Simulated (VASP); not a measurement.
# Pt (Fmmm) in VASP: a series of runs, part 2 of 2

VASP 6.6.1. Earlier steps stand in the parts before.

## Step 3: Single point, LDA (normal strain along x -0.0275, normal strain along z +0.0350)

Contents of INCAR:

```
SYSTEM = Pt
  ALGO = Fast
  EDIFF = 1E-7
  ENCUT = 520
  ISIF = 2
  ISMEAR = 0
  LASPH = .True.
  LCHARG = .False.
  LREAL = .False.
  LWAVE = .False.
  NBANDS = 11
  NELM = 60
  PREC = Accurate
  SIGMA = 0.15
```

Contents of KPOINTS:

```
k-points
0
Gamma
  20 20 20
  0 0 0
```

Contents of POSCAR:

```
Pt
1.0
    0.0000000000      1.9468328700      2.0149720204
    1.8932949661      0.0000000000      2.0149720204
    1.8932949661      1.9468328700      0.0000000000
Pt
1
Direct
    0.0000000000      0.0000000000      0.0000000000
```

Potentials or basis: VASP PAW LDA potentials, release 64 (Pt).

Launch:

```
> cat potpaw_LDA.64/Pt/POTCAR > POTCAR
> mpirun -np 1 vasp_std > vasp.out
```

OUTCAR:

```text
SYSTEM = Pt
   EDIFF = 1E-7
   ENCUT = 520
   ISIF = 2
   ISMEAR = 0
   LASPH = .True.
   LREAL = .False.
   NELM = 60
   PREC = Accurate

 ion  position               nearest neighbor table
   1  0.000  0.000  0.000-

  LATTYP: Found a face centered orthorhombic cell.
 ALAT       =     3.7865899322
 B/A-ratio  =     1.0282776349
 C/A-ratio  =     1.0642673521

  Lattice vectors:

 A1 = (   0.0000000000,   1.9468328700,   2.0149720204)
 A2 = (   1.8932949661,   0.0000000000,   2.0149720204)
 A3 = (   1.8932949661,   1.9468328700,   0.0000000000)

Analysis of symmetry for initial positions (statically):
=====================================================================
 Subroutine PRICEL returns:
 Original cell was already a primitive cell.

 Routine SETGRP: Setting up the symmetry group for a
 face centered orthorhombic supercell.

 Subroutine GETGRP returns: Found  8 space group operations
 (whereof  8 operations were pure point group operations)
 out of a pool of  8 trial point group operations.

The static configuration has the point symmetry D_2h.

Analysis of symmetry for dynamics (positions and initial velocities):
=====================================================================
 Subroutine PRICEL returns:
 Original cell was already a primitive cell.

 Routine SETGRP: Setting up the symmetry group for a
 face centered orthorhombic supercell.

 Subroutine GETGRP returns: Found  8 space group operations
 (whereof  8 operations were pure point group operations)
 out of a pool of  8 trial point group operations.

The dynamic configuration has the point symmetry D_2h.

 Subroutine INISYM returns: Found  8 space group operations
 (whereof  8 operations are pure point group operations),
 and found     1 'primitive' translations

----------------------------------------------------------------------------------------

                                     Primitive cell
[... 110 lines left out ...]
  volume/ion in A,a.u.               =      14.85       100.24
  Fermi-wavevector in a.u.,A,eV,Ry     =   1.434805  2.711388 28.009838  2.058665
  Thomas-Fermi vector in A             =   2.554173
   LORBIT       =      0    0 simple, 1 ext, 2 COOP (PROOUT), +10 PAW based schemes
   GGA     = CA    functional components
   LHFCALC =     F    Hartree Fock is set to
   AEXX    =    0.0000 exact exchange contribution
   IVDW    =     0    specifies the selected vdW correction
   LEPSILON=     F    determine dielectric tensor
   LRPA    =     F    only Hartree local field effects (RPA)
 non-spin polarized calculation
 RMM-DIIS sequential band-by-band and
 Gauss-broadening in eV      SIGMA  =   0.15
  energy-cutoff  :      520.00
  volume of cell :       14.85
 maximum number of plane-waves:       415
 NGX is ok and might be reduce to    24
   NGX = 11   NGY = 11   NGZ = 11

 number of electron      10.0000000 magnetization

 Free energy of the ion-electron system (eV)
  ---------------------------------------------------
  ext. energy  EPLUGINS =         0.00000000
  ---------------------------------------------------
  free energy    TOTEN  =        -7.50616861 eV

  energy without entropy =       -7.48694964  energy(sigma->0) =       -7.49655912

 E-fermi :  11.4318     XC(G=0): -13.7745

 val. band max:       11.4313996108   @ k =   0.0000   0.5000   0.5000
 cond. band min:      11.4349254619   @ k =   0.5000   0.1000   0.4000
 fundamental gap:      0.0035258511
 Fermi energy:        11.4318480963

 k-point     1 :       0.0000    0.0000    0.0000
  band No.  band energies     occupation
      1       1.0208      2.00000
      2       7.1423      2.00000
      3       7.5843      2.00000
      4       7.9015      2.00000
      5       9.3660      2.00000
      6      10.1437      2.00000
      7      26.0636      0.00000
      8      30.2000      0.00000
      9      31.0611      0.00000
     10      31.8515      0.00000
     11      36.6026      0.00000
[... 309 lines left out ...]
 k-point    24 :      -0.3500    0.0500   -0.0000
  band No.  band energies     occupation
      1       3.9591      2.00000
      2       7.3064      2.00000
      3       8.0154      2.00000
      4       8.5082      2.00000
      5      10.6020      2.00000
      6      11.3981      1.24951
      7      20.6015      0.00000
      8      26.4175      0.00000
      9      30.8141      0.00000
     10      33.0581      0.00000
     11      36.4694      0.00000

 [... further k-points ...]
[... 5 lines left out ...]
  --------------------------------------------------------------------------------------
  -------------------------------------------------------------------------------------
  Total        0.1922408      0.0347163     -0.4254996      0.0000000      0.0000000      0.0000000
  in kB       20.7352950      3.7445378    -45.8948273      0.0000000      0.0000000      0.0000000
  external PRESSURE =      -7.1383315 kB  Pullay stress =       0.0000000 kB

 VOLUME and BASIS-vectors are now :
 -----------------------------------------------------------------------------
  energy-cutoff  :      520.00
  volume of cell :       14.85
      direct lattice vectors                 reciprocal lattice vectors
     0.000000000  1.946832870  2.014972020    -0.264089859  0.256827388  0.248142403
     1.893294966  0.000000000  2.014972020     0.264089859 -0.256827388  0.248142403
     1.893294966  1.946832870  0.000000000     0.264089859  0.256827388 -0.248142403

 POSITION                                       TOTAL-FORCE (eV/Angst)
 -----------------------------------------------------------------------------------
      0.00000      0.00000      0.00000         0.000000      0.000000      0.000000
 -----------------------------------------------------------------------------------
    total drift:                                0.000000      0.000000     -0.000000

  FREE ENERGIE OF THE ION-ELECTRON SYSTEM (eV)
  ---------------------------------------------------
  free  energy   TOTEN  =        -7.5061686050 eV

  energy  without entropy=       -7.4869496401  energy(sigma->0) =       -7.49655912
```

OSZICAR:

```text
N       E                     dE             d eps       ncg     rms          rms(c)
DAV:   1     0.392418823844E+02    0.39242E+02   -0.53738E+03 26100   0.848E+02
DAV:   2    -0.731827512527E+01   -0.46560E+02   -0.44711E+02 29422   0.179E+02
DAV:   3    -0.793635094580E+01   -0.61808E+00   -0.61300E+00 29943   0.197E+01
DAV:   4    -0.793868995110E+01   -0.23390E-02   -0.23388E-02 29527   0.142E+00
DAV:   5    -0.793870782945E+01   -0.17878E-04   -0.17879E-04 30029   0.115E-01    0.138E+01
RMM:   6    -0.755408006016E+01    0.38463E+00   -0.37575E-01 25738   0.515E+00    0.714E+00
RMM:   7    -0.751068567076E+01    0.43394E-01   -0.66893E-02 26933   0.231E+00    0.261E+00
RMM:   8    -0.750637471335E+01    0.43110E-02   -0.83916E-03 27341   0.844E-01    0.570E-01
RMM:   9    -0.750615665942E+01    0.21805E-03   -0.87581E-04 29515   0.252E-01    0.767E-02
RMM:  10    -0.750617110402E+01   -0.14445E-04   -0.13668E-04 29430   0.889E-02    0.836E-02
RMM:  11    -0.750617320928E+01   -0.21053E-05   -0.20905E-05 30375   0.318E-02    0.294E-02
RMM:  12    -0.750616839465E+01    0.48146E-05   -0.12889E-05 27804   0.290E-02    0.463E-03
RMM:  13    -0.750616857957E+01   -0.18493E-06   -0.18921E-06 28790   0.871E-03    0.563E-03
RMM:  14    -0.750616860504E+01   -0.25464E-07   -0.16881E-07 21624   0.279E-03
   1 F= -.75061686E+01 E0= -.74965591E+01  d E =-.192190E-01
```

It took 61 s on 1 thread of Intel Xeon 6975P-C (Granite Rapids), shared host; peak memory 0.29 GiB.

What came out:

```
Free energy            : -7.5062 eV
Pressure               : -0.7 GPa
Band gap on the k mesh : zero (band 5 reaches 12.25 eV, above the bottom of band 6 at 9.70 eV)
```

Stress tensor (GPa, compression positive):
```
 2.07  0.00  0.00
 0.00  0.37  0.00
 0.00  0.00 -4.59
```

Caveat: the cell differs from its parent crystal (normal strain along x -0.0275, normal strain along z +0.0350); spin-orbit coupling is left out, which moves the levels of the heavy elements.

## Step 4: Single point, LDA (normal strain along x +0.0275, normal strain along z -0.0175)

Contents of INCAR:

```
PREC = Accurate
ENCUT = 520
EDIFF = 1E-6
ISMEAR = 0
SIGMA = 0.15
LREAL = F
LASPH = T
NELM = 100
ALGO = Fast
ISIF = 2
LWAVE = F
LCHARG = F
GGA = CA
NBANDS = 11
```

Contents of KPOINTS:

```
regular mesh
0
Gamma
  20 20 20
```

Contents of POSCAR:

```
Pt
1.0
    0.0000000000      1.9468328700      1.9127632948
    2.0003707739      0.0000000000      1.9127632948
    2.0003707739      1.9468328700      0.0000000000
Pt
1
Direct
    0.0000000000      0.0000000000      0.0000000000
```

Launch:

```
> cat potpaw_LDA.64/Pt/POTCAR > POTCAR
> mpirun -np 1 vasp_std > vasp.out
```

Wall time 94 s (1 thread of Intel Xeon 6975P-C (Granite Rapids), shared host); peak memory 0.29 GiB.

It converged, with:

```yaml
Free_energy: -7.5104 eV
Pressure: -1.8 GPa
Band_gap_on_the_k_mesh: zero (band 5 reaches 12.11 eV, above the bottom of band 6 at 9.67 eV)
```

Stress tensor (GPa, compression positive):
```
-4.59  0.00  0.00
 0.00 -0.99  0.00
 0.00  0.00  0.27
```

Levels at points of the mesh, in eV from the Fermi level:
```csv
k point,band 2,band 3,band 4,band 5,band 6,band 7,band 8,band 9
"(0.00, 0.00, 0.00)",-4.18,-3.84,-3.64,-1.95,-1.39,14.61,18.96,19.65
"(0.50, 0.00, 0.00)",-4.18,-3.71,-0.53,-0.06,0.16,5.94,14.12,18.64
"(0.50, 0.50, 0.00)",-6.78,0.00,0.37,0.66,2.16,9.55,10.92,11.10
"(0.50, 0.00, 0.50)",-6.76,0.00,0.28,0.73,1.80,9.10,11.18,11.49
"(0.00, 0.50, 0.50)",-6.79,0.06,0.41,0.56,1.29,8.38,11.75,11.88
```

Caveat: the cell differs from its parent crystal (normal strain along x +0.0275, normal strain along z -0.0175); spin-orbit coupling is left out, which moves the levels of the heavy elements.

## Step 5: Single point, LDA (normal strain along x -0.0275, normal strain along z -0.0175)

Contents of INCAR:

```
PREC     = Accurate       # precision mode
ENCUT    = 520            # plane-wave cutoff, eV
EDIFF    = 1E-6           # SCF threshold, eV
ISMEAR   = 0              # smearing method
SIGMA    = 0.15           # smearing width, eV
LREAL    = F              # projectors in reciprocal space
LASPH    = T              # aspherical terms in the spheres
NELM     = 100            # most SCF steps
ALGO     = Fast           # electronic algorithm
ISIF     = 2              # what is computed and relaxed
LWAVE    = F              # write WAVECAR
LCHARG   = F              # write CHGCAR
GGA      = CA             # functional
NBANDS   = 11             # bands
```

Contents of KPOINTS:

```
Automatic mesh
0
Gamma
  20 20 20
```

Contents of POSCAR:

```
Pt
1.0
    0.0000000000      1.9468328700      1.9127632948
    1.8932949661      0.0000000000      1.9127632948
    1.8932949661      1.9468328700      0.0000000000
Pt
1
Direct
    0.0000000000      0.0000000000      0.0000000000
```

Launch:

```
> cat potpaw_LDA.64/Pt/POTCAR > POTCAR
> mpirun -np 1 vasp_std > vasp.out
```

It took 2.6 min on 1 thread of Intel Xeon Platinum 8375C at 2.90GHz (Ice Lake), shared host; peak memory 0.27 GiB.

Results (log left out):

```
Free energy            : -7.4781 eV
Pressure               : 17.1 GPa
Band gap on the k mesh : zero (band 5 reaches 13.22 eV, above the bottom of band 6 at 10.62 eV)
```

Stress tensor (GPa, compression positive):
```
18.75  0.00  0.00
 0.00 14.93  0.00
 0.00  0.00 17.67
```

Levels at points of the mesh, in eV from the Fermi level:
```
           k point  band 3  band 4  band 5  band 6  band 7  band 8
(0.00, 0.00, 0.00)   -4.23   -4.10   -2.01   -1.63   14.40   19.26
(0.50, 0.00, 0.00)   -4.17   -0.76   -0.02    0.13    6.37   13.96
(0.50, 0.50, 0.00)    0.02    0.41    0.71    1.68    9.70   11.38
(0.50, 0.00, 0.50)    0.05    0.49    0.60    1.33    9.21   11.77
(0.00, 0.50, 0.50)    0.02    0.47    0.67    1.90    9.98   11.23
```

Caveat: the cell differs from its parent crystal (normal strain along x -0.0275, normal strain along z -0.0175); spin-orbit coupling is left out, which moves the levels of the heavy elements.

## Step 6: The runs side by side

```tsv
cell	further INCAR settings	gap on the mesh (eV)	pressure (GPa)
a = 2.777, b = 2.740, c = 2.716 Å, angles 61.2, 59.8, 59.0°, 1 atom	ALGO = Fast; EDIFF = 1e-07; NBANDS = 11	none	4.5
a = 2.802, b = 2.765, c = 2.716 Å, angles 61.5, 60.1, 58.4°, 1 atom	ALGO = Fast; EDIFF = 1e-07; NBANDS = 11	none	-0.7
a = 2.729, b = 2.768, c = 2.791 Å, angles 58.8, 60.2, 61.0°, 1 atom	ALGO = Fast; EDIFF = 1e-06; NBANDS = 11	none	-1.8
a = 2.729, b = 2.691, c = 2.716 Å, angles 60.6, 59.2, 60.1°, 1 atom	ALGO = Fast; EDIFF = 1e-06; NBANDS = 11	none	17.1
```

Alike in all rows: task single point; level LDA; potentials or basis VASP PAW LDA potentials, release 64 (Pt); no spin polarisation; k mesh 20 × 20 × 20; cutoff (eV) 520; smearing gaussian 0.15 eV.

Caveats: spin-orbit coupling is left out, which moves the levels of the heavy elements.

Total energies depend on the potentials used, so only differences within one code and one set of settings carry meaning.
